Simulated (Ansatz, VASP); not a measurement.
Sn2O in VASP and in Ansatz

```
Sn O
1.0
     5.20389    0.00000    0.00000
     0.00000    5.20389    0.00000
     0.00000    0.00000    5.20389
Sn O
4 2
Direct
  0.25000 0.25000 0.25000
  0.75000 0.75000 0.25000
  0.25000 0.75000 0.75000
  0.75000 0.25000 0.75000
  0.00000 0.00000 0.00000
  0.50000 0.50000 0.50000
```

Alike in both runs: functional PBE; k mesh 8 × 8 × 8; occupations gaussian, width 0.1 eV; no spin polarisation.

Ansatz relaxed the structure, and its values are those at the end. VASP's run is a single point on that final structure, the one shown.

|  | VASP | Ansatz |
| --- | --- | --- |
| version | VASP 6.6.1 | Ansatz 0.2.0 |
| potentials or method | VASP PAW PBE potentials, release 64 (Sn_d, O), cutoff 520 eV | scalar-relativistic, plane waves, PAW |
| valence electrons in the cell | 68 | 68 |

Ansatz gave:

* gap on the k mesh at the Fermi level (eV): none
* pressure (GPa): 0.0

Question: Which values does VASP return?

Answer: gap on the k mesh at the Fermi level (eV): none; pressure (GPa): 0.1.

A gap of «none» marks a metal or a gap that the smearing closes. The functional is the same, so the differences come from potentials, cutoffs and numerics.
